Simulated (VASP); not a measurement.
# KI (I4/mmm) in VASP: a series of runs

Runs on KI. Level: r2SCAN. Tasks: single point.

All numbers are computed with VASP 6.6.1; they aren't measurements. Logs are shortened: lines on timing, memory, paths and dates and some standing lists are left out, and cuts for length are marked.

### Step 1. The cell of the first run

It takes space group I4/mmm (No. 139, tetragonal). Conventional cell: a = 5.595 Å, b = 5.595 Å, c = 5.594 Å, α = 90.00°, β = 90.00°, γ = 90.00°. K (site symmetry 4/mmm) has 2 I at 2.80 Å within 3.7 Å. Within 3.7 Å of I (site symmetry 4/mmm) lie 2 K at 2.80 Å.

### Step 2. Single point, r2SCAN

The input, POSCAR:

```
KI
1.0
    0.0000000000      3.9563727749      2.7971555518
    3.9563727749      0.0000000000      2.7971555518
    3.9563727749      3.9563727749      0.0000000000
K I
1 1
Direct
    0.0000000000      0.0000000000      0.0000000000
    0.5000000000      0.5000000000      0.5000000000
```

The input, INCAR.step1:

```
PREC = Accurate
ENCUT = 520
ISMEAR = 0
SIGMA = 0.05
LREAL = F
LASPH = T
NELM = 100
NBANDS = 15
GGA = PE
ALGO = Normal
EDIFF = 1E-4
LWAVE = T
LCHARG = F
```

The input, INCAR.step2:

```
PREC = Accurate
ENCUT = 520
EDIFF = 1E-6
ISMEAR = 0
SIGMA = 0.05
LREAL = F
LASPH = T
NELM = 100
ALGO = Normal
ISIF = 2
LWAVE = F
LCHARG = F
METAGGA = R2SCAN
LMIXTAU = T
NBANDS = 15
ISTART = 1
```

The input, KPOINTS:

```
regular mesh
0
Gamma
  6 6 6
```

Potentials or basis: VASP PAW PBE potentials, release 64 (K_sv, I).

Started as:

```bash
$ cat potpaw_PBE.64/K_sv/POTCAR potpaw_PBE.64/I/POTCAR > POTCAR
$ cp INCAR.step1 INCAR
$ mpirun -np 1 vasp_std > vasp.out
$ cp INCAR.step2 INCAR
$ mpirun -np 1 vasp_std > vasp.out
```

OUTCAR:

```text
PREC = Accurate
   ENCUT = 520
   EDIFF = 1E-6
   ISMEAR = 0
   LREAL = F
   LASPH = T
   NELM = 100
   ISIF = 2
   METAGGA = R2SCAN
   ISTART = 1

 ion  position               nearest neighbor table
   1  0.000  0.000  0.000-   2 2.80   2 2.80
   2  0.500  0.500  0.500-   1 2.80   1 2.80

  LATTYP: Found a body centered tetragonal cell.
 ALAT       =     5.5951560361
 C/A-ratio  =     0.9998489886

  Lattice vectors:

 A1 = (   0.0000000000,  -3.9563727749,  -2.7971555518)
 A2 = (   0.0000000000,   3.9563727749,  -2.7971555518)
 A3 = (   3.9563727749,   0.0000000000,   2.7971555518)

Analysis of symmetry for initial positions (statically):
=====================================================================
 Subroutine PRICEL returns:
 Original cell was already a primitive cell.

 Routine SETGRP: Setting up the symmetry group for a
 body centered tetragonal supercell.

 Subroutine GETGRP returns: Found 16 space group operations
 (whereof 16 operations were pure point group operations)
 out of a pool of 16 trial point group operations.

The static configuration has the point symmetry D_4h.

Analysis of symmetry for dynamics (positions and initial velocities):
=====================================================================
 Subroutine PRICEL returns:
 Original cell was already a primitive cell.

 Routine SETGRP: Setting up the symmetry group for a
 body centered tetragonal supercell.

 Subroutine GETGRP returns: Found 16 space group operations
 (whereof 16 operations were pure point group operations)
 out of a pool of 16 trial point group operations.

The dynamic configuration has the point symmetry D_4h.

 Subroutine INISYM returns: Found 16 space group operations
 (whereof 16 operations are pure point group operations),
 and found     1 'primitive' translations

----------------------------------------------------------------------------------------

                                     Primitive cell

  volume of cell :      87.5671

  direct lattice vectors                    reciprocal lattice vectors
     0.000000000  3.956372775  2.797155552    -0.126378385  0.126378385  0.178753019
     3.956372775  0.000000000  2.797155552     0.126378385 -0.126378385  0.178753019
     3.956372775  3.956372775  0.000000000     0.126378385  0.126378385 -0.178753019

  length of vectors
     4.845303367  4.845303367  5.595156036     0.252775857  0.252775857  0.252775857

  position of ions in fractional coordinates (direct lattice)
     0.000000000  0.000000000  0.000000000
     0.500000000  0.500000000  0.500000000

  ion indices of the primitive-cell ions
   primitive index   ion index
                 1           1
                 2           2

----------------------------------------------------------------------------------------

 KPOINTS: regular mesh

Automatic generation of k-mesh.
 Grid dimensions read from file:
 generate k-points for:    6    6    6

 Generating k-lattice:

  Cartesian coordinates                     Fractional coordinates (reciprocal lattice)
    -0.021063064  0.021063064  0.029792170     0.166666667  0.000000000  0.000000000
     0.021063064 -0.021063064  0.029792170     0.000000000  0.166666667  0.000000000
     0.021063064  0.021063064 -0.029792170    -0.000000000 -0.000000000  0.166666667

  Length of vectors
     0.042129310  0.042129310  0.042129310

  Shift w.r.t. Gamma in fractional coordinates (k-lattice)
     0.000000000  0.000000000  0.000000000

 Subroutine IBZKPT returns following result:
 ===========================================

 Found     30 irreducible k-points:

 Following reciprocal coordinates:
            Coordinates               Weight
  0.000000  0.000000  0.000000      1.000000
  0.166667  0.000000  0.000000      8.000000
  0.333333  0.000000  0.000000      8.000000
  0.500000  0.000000  0.000000      4.000000
  0.166667  0.166667  0.000000      2.000000
  0.333333  0.166667  0.000000      8.000000
[... 16 lines left out ...]
  0.333333  0.000000  0.333333      4.000000
  0.500000  0.000000  0.333333     16.000000
 [... further k-points ...]
   k-points           NKPTS =     30   k-points in BZ     NKDIM =     30   number of bands    NBANDS=     15
   number of dos      NEDOS =    301   number of ions     NIONS =      2
   total plane-waves  NPLWV =  54432
   dimension x,y,z NGX =    36 NGY =   36 NGZ =   42
   dimension x,y,z NGXF=    72 NGYF=   72 NGZF=   84
   ions per type =               1   1
   NGX,Y,Z   is equivalent  to a cutoff of  12.35, 12.35, 12.48 a.u.
   NGXF,Y,Z  is equivalent  to a cutoff of  24.70, 24.70, 24.96 a.u.
 SYSTEM =  unknown system
   PREC   = accura    normal or accurate (medium, high low for compatibility)
   ISTART =      1    job   : 0-new  1-cont  2-samecut
   ICHARG =      0    charge: 1-file 2-atom 10-const
   ISPIN  =      1    spin polarized calculation?
   LNONCOLLINEAR =      F non collinear calculations
   LSORBIT =      F    spin-orbit coupling
   LASPH  =      T    aspherical Exc in radial PAW
   ENCUT  =  520.0 eV  38.22 Ry    6.18 a.u.   9.01  9.01 10.40*2*pi/ulx,y,z
   NELM   =    100;   NELMIN=  2; NELMDL=  0     # of ELM steps
   EDIFF  = 0.1E-05   stopping-criterion for ELM
   LREAL  =      F    real-space projection
   EDIFFG = 0.1E-04   stopping-criterion for IOM
   NSW    =      0    number of steps for IOM
   IBRION =     -1    ionic relax: 0-MD 1-quasi-New 2-CG
   NFREE  =      0    steps in history (QN), initial steepest desc. (CG)
   ISIF   =      2    stress and relaxation
   ISYM   =      2    0-nonsym 1-usesym 2-fastsym
   POTIM  = 0.5000    time-step for ionic-motion
   TEBEG  =    0.0;   TEEND  =   0.0 temperature during run
   PSTRESS=    0.0 pullay stress
   NELECT =      16.0000    total number of electrons
   NUPDOWN=      -1.0000    fix difference up-down
   EMIN   =  10.00;   EMAX   =-10.00  energy-range for DOS
   EFERMI =   0.00;   METHOD = LEGACY
   ISMEAR =     0;   SIGMA  =   0.05  broadening in eV -4-tet -1-fermi 0-gaus
   EFERMI_NEDOS =   21; number of points for ismear=-14 and -15
   IALGO  =     38    algorithm
   IMIX   =      4    mixing-type and parameters
     AMIX     =   0.40;   BMIX     =  1.00
     AMIX_MAG =   1.60;   BMIX_MAG =  1.00
  volume/ion in A,a.u.               =      43.78       295.47
  Fermi-wavevector in a.u.,A,eV,Ry     =   0.928969  1.755497 11.741598  0.862983
  Thomas-Fermi vector in A             =   2.055202
   LORBIT       =      0    0 simple, 1 ext, 2 COOP (PROOUT), +10 PAW based schemes
   METAGGA = R2SCAN    functional components
   LHFCALC =     F    Hartree Fock is set to
   AEXX    =    0.0000 exact exchange contribution
   IVDW    =     0    specifies the selected vdW correction
   LEPSILON=     F    determine dielectric tensor
   LRPA    =     F    only Hartree local field effects (RPA)
 non-spin polarized calculation
 Gauss-broadening in eV      SIGMA  =   0.05
  energy-cutoff  :      520.00
  volume of cell :       87.57
 maximum number of plane-waves:      2382
   NGX = 19   NGY = 19   NGZ = 21

 number of electron      16.0000001 magnetization

 Free energy of the ion-electron system (eV)
  ---------------------------------------------------
  ext. energy  EPLUGINS =         0.00000000
  ---------------------------------------------------
  free energy    TOTEN  =       -32.77802655 eV

  energy without entropy =      -32.77802655  energy(sigma->0) =      -32.77802655

 E-fermi :   0.1794     XC(G=0):  -7.3926

 val. band max:       -0.1234801759   @ k =   0.0000   0.0000   0.0000
 cond. band min:       3.5019070323   @ k =   0.0000   0.0000   0.0000
 fundamental gap:      3.6253872082
 Fermi energy:         0.1793727072

 k-point     1 :       0.0000    0.0000    0.0000
  band No.  band energies     occupation
      1     -30.1632      2.00000
      2     -13.2030      2.00000
      3     -12.9000      2.00000
      4     -12.9000      2.00000
      5     -11.6639      2.00000
      6      -0.7790      2.00000
      7      -0.7790      2.00000
      8      -0.1235      2.00000
      9       3.5019      0.00000
     10       5.9275      0.00000
     11       5.9275      0.00000
     12       6.2877      0.00000
     13       8.0627      0.00000
     14       9.0253      0.00000
     15      10.1865      0.00000

 k-point     2 :       0.1667    0.0000    0.0000
  band No.  band energies     occupation
      1     -30.1625      2.00000
      2     -13.3876      2.00000
      3     -12.9065      2.00000
      4     -12.9036      2.00000
      5     -11.3586      2.00000
      6      -1.0687      2.00000
      7      -0.9218      2.00000
      8      -0.5383      2.00000
      9       4.0231      0.00000
     10       6.2180      0.00000
     11       6.2575      0.00000
     12       6.7060      0.00000
     13       7.6755      0.00000
     14       9.7105      0.00000
     15      10.1904      0.00000

 k-point     3 :       0.3333    0.0000    0.0000
  band No.  band energies     occupation
      1     -30.1610      2.00000
      2     -13.6529      2.00000
      3     -12.9139      2.00000
      4     -12.9107      2.00000
      5     -10.8372      2.00000
      6      -1.7666      2.00000
      7      -1.1754      2.00000
      8      -1.0402      2.00000
      9       4.8938      0.00000
     10       6.7401      0.00000
     11       6.7785      0.00000
     12       8.0052      0.00000
     13       8.0623      0.00000
     14       9.0939      0.00000
     15      10.1244      0.00000

 k-point     4 :       0.5000    0.0000    0.0000
  band No.  band energies     occupation
      1     -30.1602      2.00000
      2     -13.7579      2.00000
      3     -12.9170      2.00000
      4     -12.9142      2.00000
      5     -10.5924      2.00000
      6      -2.1350      2.00000
      7      -1.2896      2.00000
      8      -1.2134      2.00000
      9       5.2257      0.00000
     10       7.1212      0.00000
     11       7.1259      0.00000
     12       8.4225      0.00000
     13       9.1434      0.00000
     14       9.4005      0.00000
     15       9.6056      0.00000
[... 307 lines left out ...]
 k-point    22 :      -0.3333    0.5000    0.1667
  band No.  band energies     occupation
      1     -30.1588      2.00000
      2     -13.2420      2.00000
      3     -12.9446      2.00000
      4     -12.9362      2.00000
      5     -11.4874      2.00000
      6      -1.5605      2.00000
      7      -1.3485      2.00000
      8      -0.7083      2.00000
      9       4.8900      0.00000
     10       6.9403      0.00000
     11       7.1048      0.00000
     12       8.3295      0.00000
     13       8.7734      0.00000
     14       9.4578      0.00000
     15       9.7600      0.00000

 k-point    23 :       0.3333    0.0000    0.3333
  band No.  band energies     occupation
      1     -30.1612      2.00000
      2     -13.2190      2.00000
      3     -12.9464      2.00000
      4     -12.8992      2.00000
      5     -11.5683      2.00000
      6      -1.6843      2.00000
      7      -0.8133      2.00000
      8      -0.3506      2.00000
      9       5.2058      0.00000
     10       5.2193      0.00000
     11       7.5273      0.00000
     12       7.6605      0.00000
     13       8.7854      0.00000
     14       8.9321      0.00000
     15       9.6278      0.00000

 k-point    24 :       0.5000    0.0000    0.3333
  band No.  band energies     occupation
      1     -30.1605      2.00000
      2     -13.3954      2.00000
      3     -12.9453      2.00000
      4     -12.9041      2.00000
      5     -11.2780      2.00000
      6      -1.7790      2.00000
      7      -1.0371      2.00000
      8      -0.7436      2.00000
      9       5.4353      0.00000
     10       5.9428      0.00000
     11       7.1691      0.00000
     12       8.3972      0.00000
     13       8.6859      0.00000
     14       9.1866      0.00000
     15       9.8373      0.00000

 [... further k-points ...]
[... 5 lines left out ...]
  --------------------------------------------------------------------------------------
  -------------------------------------------------------------------------------------
  Total       -0.7235653     -0.7235653     13.3853523      0.0000000     -0.0000000     -0.0000000
  in kB      -13.2387601    -13.2387601    244.9059662      0.0000000     -0.0000000     -0.0000000
  external PRESSURE =      72.8094820 kB  Pullay stress =       0.0000000 kB

 VOLUME and BASIS-vectors are now :
 -----------------------------------------------------------------------------
  energy-cutoff  :      520.00
  volume of cell :       87.57
      direct lattice vectors                 reciprocal lattice vectors
     0.000000000  3.956372775  2.797155552    -0.126378385  0.126378385  0.178753019
     3.956372775  0.000000000  2.797155552     0.126378385 -0.126378385  0.178753019
     3.956372775  3.956372775  0.000000000     0.126378385  0.126378385 -0.178753019

 POSITION                                       TOTAL-FORCE (eV/Angst)
 -----------------------------------------------------------------------------------
      0.00000      0.00000      0.00000         0.000000      0.000000     -0.000000
      3.95637      3.95637      2.79716         0.000000      0.000000      0.000000
 -----------------------------------------------------------------------------------
    total drift:                                0.000000      0.000000      0.000000

  FREE ENERGIE OF THE ION-ELECTRON SYSTEM (eV)
  ---------------------------------------------------
  free  energy   TOTEN  =       -32.7780265506 eV

  energy  without entropy=      -32.7780265506  energy(sigma->0) =      -32.77802655
```

Wall time 1.7 min (1 thread of Intel Xeon Platinum 8559C (Emerald Rapids), shared host); peak memory 0.25 GiB.

Results:

| Quantity | Value |
| --- | --- |
| Free energy | -32.7780 eV |
| Pressure | 7.3 GPa |
| Band gap on the k mesh | 3.63 eV, direct |

Stress tensor (GPa, compression positive):
```
-1.32  0.00  0.00
 0.00 -1.32  0.00
 0.00  0.00 24.49
```

Caveat: the PAW data sets were made with another functional, which shifts forces and pressure a little; spin-orbit coupling is left out, which moves the levels of the heavy elements.

[end of part 1 of 2]
